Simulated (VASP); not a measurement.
# AgCl (I4/mmm) in VASP: single point with PBE

Aim: the single point of AgCl with PBE.

All numbers are computed with VASP 6.6.1; they aren't measurements. Logs are shortened: lines on timing, memory, paths and dates and some standing lists are left out, and cuts for length are marked.

**1. The cell of the first run**

Symmetry: I4/mmm, No. 139, tetragonal system. Conventional cell: a = 3.859 Å, b = 3.859 Å, c = 5.730 Å, α = 90.00°, β = 90.00°, γ = 90.00°. Within 3.6 Å of Ag (site symmetry 4/mmm) lie 6 Cl at 2.73 to 2.86 Å. Within 3.6 Å of Cl (site symmetry 4/mmm) lie 6 Ag at 2.73 to 2.86 Å.

**2. Single point, PBE**

Contents of INCAR:

```
PREC = Accurate
ENCUT = 520
EDIFF = 1E-6
ISMEAR = 0
SIGMA = 0.05
LREAL = False
LASPH = True
NELM = 80
ALGO = Normal
ISIF = 2
LWAVE = False
LCHARG = False
GGA = PE
NBANDS = 16
```

Contents of KPOINTS:

```
regular mesh
0
Gamma
  10 10 10
```

Contents of POSCAR:

```
AgCl
1.0
    0.0000000000      2.7284139513      2.8648346489
    2.7284139513      0.0000000000      2.8648346489
    2.7284139513      2.7284139513      0.0000000000
Ag Cl
1 1
Direct
    0.5000000000      0.5000000000      0.5000000000
    0.0000000000      0.0000000000      0.0000000000
```

Potentials or basis: VASP PAW PBE potentials, release 64 (Ag, Cl).

On the command line:

```sh
$ cat potpaw_PBE.64/Ag/POTCAR potpaw_PBE.64/Cl/POTCAR > POTCAR
$ mpirun -np 1 vasp_std > vasp.out
```

OUTCAR:

```text
PREC = Accurate
   ENCUT = 520
   EDIFF = 1E-6
   ISMEAR = 0
   LREAL = False
   LASPH = True
   NELM = 80
   ISIF = 2
   GGA = PE

 ion  position               nearest neighbor table
   1  0.500  0.500  0.500-   2 2.73   2 2.73   2 2.73   2 2.73   2 2.86   2 2.86
   2  0.000  0.000  0.000-   1 2.73   1 2.73   1 2.73   1 2.73   1 2.86   1 2.86

  LATTYP: Found a body centered tetragonal cell.
 ALAT       =     3.8585600137
 C/A-ratio  =     1.4849242405

  Lattice vectors:

 A1 = (  -2.7284139513,   0.0000000000,   2.8648346489)
 A2 = (   2.7284139513,   0.0000000000,   2.8648346489)
 A3 = (   0.0000000000,   2.7284139513,  -2.8648346489)

Analysis of symmetry for initial positions (statically):
=====================================================================
 Subroutine PRICEL returns:
 Original cell was already a primitive cell.

 Routine SETGRP: Setting up the symmetry group for a
 body centered tetragonal supercell.

 Subroutine GETGRP returns: Found 16 space group operations
 (whereof 16 operations were pure point group operations)
 out of a pool of 16 trial point group operations.

The static configuration has the point symmetry D_4h.

Analysis of symmetry for dynamics (positions and initial velocities):
=====================================================================
 Subroutine PRICEL returns:
 Original cell was already a primitive cell.

 Routine SETGRP: Setting up the symmetry group for a
 body centered tetragonal supercell.

 Subroutine GETGRP returns: Found 16 space group operations
 (whereof 16 operations were pure point group operations)
 out of a pool of 16 trial point group operations.

The dynamic configuration has the point symmetry D_4h.

 Subroutine INISYM returns: Found 16 space group operations
 (whereof 16 operations are pure point group operations),
 and found     1 'primitive' translations

----------------------------------------------------------------------------------------

                                     Primitive cell

  volume of cell :      42.6530

  direct lattice vectors                    reciprocal lattice vectors
     0.000000000  2.728413951  2.864834649    -0.183256650  0.183256650  0.174530143
     2.728413951  0.000000000  2.864834649     0.183256650 -0.183256650  0.174530143
     2.728413951  2.728413951  0.000000000     0.183256650  0.183256650 -0.174530143

  length of vectors
     3.956200229  3.956200229  3.858560014     0.312452829  0.312452829  0.312452829

  position of ions in fractional coordinates (direct lattice)
     0.500000000  0.500000000  0.500000000
     0.000000000  0.000000000  0.000000000

  ion indices of the primitive-cell ions
   primitive index   ion index
                 1           1
                 2           2

----------------------------------------------------------------------------------------

 KPOINTS: regular mesh

Automatic generation of k-mesh.
 Grid dimensions read from file:
 generate k-points for:   10   10   10

 Generating k-lattice:

  Cartesian coordinates                     Fractional coordinates (reciprocal lattice)
    -0.018325665  0.018325665  0.017453014     0.100000000  0.000000000  0.000000000
     0.018325665 -0.018325665  0.017453014     0.000000000  0.100000000  0.000000000
     0.018325665  0.018325665 -0.017453014     0.000000000  0.000000000  0.100000000

  Length of vectors
     0.031245283  0.031245283  0.031245283

  Shift w.r.t. Gamma in fractional coordinates (k-lattice)
     0.000000000  0.000000000  0.000000000

 Subroutine IBZKPT returns following result:
 ===========================================

 Found    102 irreducible k-points:

 Following reciprocal coordinates:
            Coordinates               Weight
  0.000000  0.000000  0.000000      1.000000
  0.100000  0.000000  0.000000      8.000000
  0.200000  0.000000  0.000000      8.000000
  0.300000  0.000000  0.000000      8.000000
  0.400000  0.000000  0.000000      8.000000
  0.500000  0.000000  0.000000      4.000000
[... 16 lines left out ...]
  0.300000  0.300000  0.000000      2.000000
  0.400000  0.300000  0.000000      8.000000
 [... further k-points ...]
   k-points           NKPTS =    102   k-points in BZ     NKDIM =    102   number of bands    NBANDS=     16
   number of dos      NEDOS =    301   number of ions     NIONS =      2
   total plane-waves  NPLWV =  27000
   dimension x,y,z NGX =    30 NGY =   30 NGZ =   30
   dimension x,y,z NGXF=    60 NGYF=   60 NGZF=   60
   ions per type =               1   1
   NGX,Y,Z   is equivalent  to a cutoff of  12.61, 12.61, 12.93 a.u.
   NGXF,Y,Z  is equivalent  to a cutoff of  25.21, 25.21, 25.85 a.u.
 SYSTEM =  unknown system
   PREC   = accura    normal or accurate (medium, high low for compatibility)
   ISTART =      0    job   : 0-new  1-cont  2-samecut
   ICHARG =      2    charge: 1-file 2-atom 10-const
   ISPIN  =      1    spin polarized calculation?
   LNONCOLLINEAR =      F non collinear calculations
   LSORBIT =      F    spin-orbit coupling
   LASPH  =      T    aspherical Exc in radial PAW
   ENCUT  =  520.0 eV  38.22 Ry    6.18 a.u.   7.36  7.36  7.17*2*pi/ulx,y,z
   NELM   =     80;   NELMIN=  2; NELMDL= -5     # of ELM steps
   EDIFF  = 0.1E-05   stopping-criterion for ELM
   LREAL  =      F    real-space projection
   EDIFFG = 0.1E-04   stopping-criterion for IOM
   NSW    =      0    number of steps for IOM
   IBRION =     -1    ionic relax: 0-MD 1-quasi-New 2-CG
   NFREE  =      0    steps in history (QN), initial steepest desc. (CG)
   ISIF   =      2    stress and relaxation
   ISYM   =      2    0-nonsym 1-usesym 2-fastsym
   POTIM  = 0.5000    time-step for ionic-motion
   TEBEG  =    0.0;   TEEND  =   0.0 temperature during run
   PSTRESS=    0.0 pullay stress
   NELECT =      18.0000    total number of electrons
   NUPDOWN=      -1.0000    fix difference up-down
   EMIN   =  10.00;   EMAX   =-10.00  energy-range for DOS
   EFERMI =   0.00;   METHOD = LEGACY
   ISMEAR =     0;   SIGMA  =   0.05  broadening in eV -4-tet -1-fermi 0-gaus
   EFERMI_NEDOS =   21; number of points for ismear=-14 and -15
   IALGO  =     38    algorithm
   IMIX   =      4    mixing-type and parameters
     AMIX     =   0.40;   BMIX     =  1.00
     AMIX_MAG =   1.60;   BMIX_MAG =  1.00
  volume/ion in A,a.u.               =      21.33       143.92
  Fermi-wavevector in a.u.,A,eV,Ry     =   1.227955  2.320498 20.515850  1.507872
  Thomas-Fermi vector in A             =   2.362898
   LORBIT       =      0    0 simple, 1 ext, 2 COOP (PROOUT), +10 PAW based schemes
   GGA     = PE    functional components
   LHFCALC =     F    Hartree Fock is set to
   AEXX    =    0.0000 exact exchange contribution
   IVDW    =     0    specifies the selected vdW correction
   LEPSILON=     F    determine dielectric tensor
   LRPA    =     F    only Hartree local field effects (RPA)
 non-spin polarized calculation
 Gauss-broadening in eV      SIGMA  =   0.05
  energy-cutoff  :      520.00
  volume of cell :       42.65
 maximum number of plane-waves:      1166
 NGX is ok and might be reduce to    30
   NGX = 15   NGY = 15   NGZ = 15

 number of electron      18.0000003 magnetization

 Free energy of the ion-electron system (eV)
  ---------------------------------------------------
  ext. energy  EPLUGINS =         0.00000000
  ---------------------------------------------------
  free energy    TOTEN  =        -5.38920419 eV

  energy without entropy =       -5.38920419  energy(sigma->0) =       -5.38920419

 E-fermi :   4.2258     XC(G=0):  -9.9617

 val. band max:        3.9779885726   @ k =   0.5000   0.0000   0.0000
 cond. band min:       4.7442893367   @ k =   0.0000   0.0000   0.0000
 fundamental gap:      0.7663007641
 Fermi energy:         4.2258170482

 k-point     1 :       0.0000    0.0000    0.0000
  band No.  band energies     occupation
      1     -11.3420      2.00000
      2       1.2921      2.00000
      3       1.4053      2.00000
      4       1.4099      2.00000
      5       1.4099      2.00000
      6       1.4136      2.00000
[... 8 lines left out ...]
     15      16.4188      0.00000
     16      17.1392      0.00000

 k-point     2 :       0.1000    0.0000    0.0000
  band No.  band energies     occupation
      1     -11.3028      2.00000
      2       0.8042      2.00000
      3       0.8046      2.00000
      4       0.9360      2.00000
      5       1.3791      2.00000
      6       1.4389      2.00000
[... 8 lines left out ...]
     15      16.2799      0.00000
     16      16.6868      0.00000

 k-point     3 :       0.2000    0.0000    0.0000
  band No.  band energies     occupation
      1     -11.1973      2.00000
      2       0.0057      2.00000
      3       0.2848      2.00000
      4       0.4243      2.00000
      5       1.4771      2.00000
      6       1.5166      2.00000
[... 8 lines left out ...]
     15      15.9223      0.00000
     16      16.5710      0.00000

 k-point     4 :       0.3000    0.0000    0.0000
  band No.  band energies     occupation
      1     -11.0606      2.00000
      2      -0.7508      2.00000
      3      -0.1065      2.00000
      4       0.0473      2.00000
      5       1.6043      2.00000
      6       1.6151      2.00000
[... 8 lines left out ...]
     15      16.3764      0.00000
     16      16.7119      0.00000

 k-point     5 :       0.4000    0.0000    0.0000
  band No.  band energies     occupation
      1     -10.9442      2.00000
      2      -1.2700      2.00000
      3      -0.3492      2.00000
      4      -0.1868      2.00000
      5       1.6969      2.00000
      6       1.7110      2.00000
[... 8 lines left out ...]
     15      17.0304      0.00000
     16      17.3387      0.00000

 k-point     6 :       0.5000    0.0000    0.0000
  band No.  band energies     occupation
      1     -10.8983      2.00000
      2      -1.4543      2.00000
      3      -0.4314      2.00000
      4      -0.2663      2.00000
      5       1.7286      2.00000
      6       1.7527      2.00000
[... 8 lines left out ...]
     15      17.3945      0.00000
     16      17.6767      0.00000

 k-point     7 :       0.1000    0.1000    0.0000
  band No.  band energies     occupation
      1     -11.2979      2.00000
      2       0.5586      2.00000
      3       1.1316      2.00000
      4       1.1316      2.00000
      5       1.2644      2.00000
      6       1.4196      2.00000
[... 8 lines left out ...]
     15      17.2651      0.00000
     16      18.1371      0.00000

 k-point     8 :       0.2000    0.1000    0.0000
  band No.  band energies     occupation
      1     -11.2225      2.00000
      2       0.0839      2.00000
      3       0.6451      2.00000
      4       0.6786      2.00000
      5       1.3469      2.00000
      6       1.5234      2.00000
[... 8 lines left out ...]
     15      17.2043      0.00000
     16      17.5276      0.00000

 k-point     9 :       0.3000    0.1000    0.0000
  band No.  band energies     occupation
      1     -11.1012      2.00000
      2      -0.4581      2.00000
      3       0.1015      2.00000
      4       0.1956      2.00000
      5       1.4667      2.00000
      6       1.6300      2.00000
[... 8 lines left out ...]
     15      17.1263      0.00000
     16      17.2853      0.00000
[... 172 lines left out ...]
 k-point    19 :       0.5000    0.2000    0.0000
  band No.  band energies     occupation
      1     -10.9076      2.00000
      2      -0.9776      2.00000
      3      -0.2679      2.00000
      4      -0.1815      2.00000
      5       1.5887      2.00000
      6       1.7671      2.00000
[... 8 lines left out ...]
     15      17.8393      0.00000
     16      18.7401      0.00000

 k-point    20 :      -0.4000    0.2000    0.0000
  band No.  band energies     occupation
      1     -10.8791      2.00000
      2      -1.1730      2.00000
      3      -0.3594      2.00000
      4      -0.2052      2.00000
      5       1.7012      2.00000
      6       1.7374      2.00000
[... 8 lines left out ...]
     15      17.3173      0.00000
     16      18.5945      0.00000

 k-point    21 :      -0.3000    0.2000    0.0000
  band No.  band energies     occupation
      1     -10.9199      2.00000
      2      -1.1653      2.00000
      3      -0.3914      2.00000
      4       0.0354      2.00000
      5       1.6679      2.00000
      6       1.7258      2.00000
[... 8 lines left out ...]
     15      18.3454      0.00000
     16      18.5476      0.00000

 k-point    22 :      -0.2000    0.2000    0.0000
  band No.  band energies     occupation
      1     -11.0123      2.00000
      2      -0.9344      2.00000
      3      -0.2836      2.00000
      4       0.3270      2.00000
      5       1.5894      2.00000
      6       1.6752      2.00000
[... 8 lines left out ...]
     15      18.0047      0.00000
     16      18.4711      0.00000

 k-point    23 :       0.3000    0.3000    0.0000
  band No.  band energies     occupation
      1     -11.0549      2.00000
      2      -0.5719      2.00000
      3       0.8092      2.00000
      4       0.8092      2.00000
      5       1.1047      2.00000
      6       1.5043      2.00000
[... 8 lines left out ...]
     15      18.8388      0.00000
     16      20.0697      0.00000

 k-point    24 :       0.4000    0.3000    0.0000
  band No.  band energies     occupation
      1     -10.9850      2.00000
      2      -0.6132      2.00000
      3       0.4215      2.00000
      4       0.5191      2.00000
      5       1.2405      2.00000
      6       1.7131      2.00000
[... 8 lines left out ...]
     15      18.8366      0.00000
     16      19.5572      0.00000

 [... further k-points ...]

------------------------ aborting loop because EDIFF is reached ----------------------------------------

  FORCE on cell =-STRESS in cart. coord.  units (eV):
  Direction    XX          YY          ZZ          XY          YZ          ZX
  --------------------------------------------------------------------------------------
  -------------------------------------------------------------------------------------
  Total        0.5574359      0.5574359      0.2285480      0.0000000      0.0000000     -0.0000000
  in kB       20.9389771     20.9389771      8.5849518      0.0000000      0.0000000     -0.0000000
  external PRESSURE =      16.8209687 kB  Pullay stress =       0.0000000 kB

 VOLUME and BASIS-vectors are now :
 -----------------------------------------------------------------------------
  energy-cutoff  :      520.00
  volume of cell :       42.65
      direct lattice vectors                 reciprocal lattice vectors
     0.000000000  2.728413951  2.864834649    -0.183256650  0.183256650  0.174530143
     2.728413951  0.000000000  2.864834649     0.183256650 -0.183256650  0.174530143
     2.728413951  2.728413951  0.000000000     0.183256650  0.183256650 -0.174530143

 POSITION                                       TOTAL-FORCE (eV/Angst)
 -----------------------------------------------------------------------------------
      2.72841      2.72841      2.86483         0.000000     -0.000000      0.000000
      0.00000      0.00000      0.00000        -0.000000      0.000000     -0.000000
 -----------------------------------------------------------------------------------
    total drift:                                0.000000      0.000000      0.000000

  FREE ENERGIE OF THE ION-ELECTRON SYSTEM (eV)
  ---------------------------------------------------
  free  energy   TOTEN  =        -5.3892041879 eV

  energy  without entropy=       -5.3892041879  energy(sigma->0) =       -5.38920419
```

Wall time 28 s (1 thread of Intel Xeon 6975P-C (Granite Rapids), shared host); peak memory 0.21 GiB.

What came out:

| Property | Result |
| --- | --- |
| Free energy | -5.3892 eV |
| Pressure | 1.7 GPa |
| Band gap on the k mesh | 0.77 eV (least direct gap 3.13 eV) |

Caveat: semilocal functionals underestimate gaps, and a narrow one can read as zero. A k mesh can miss the band edges.
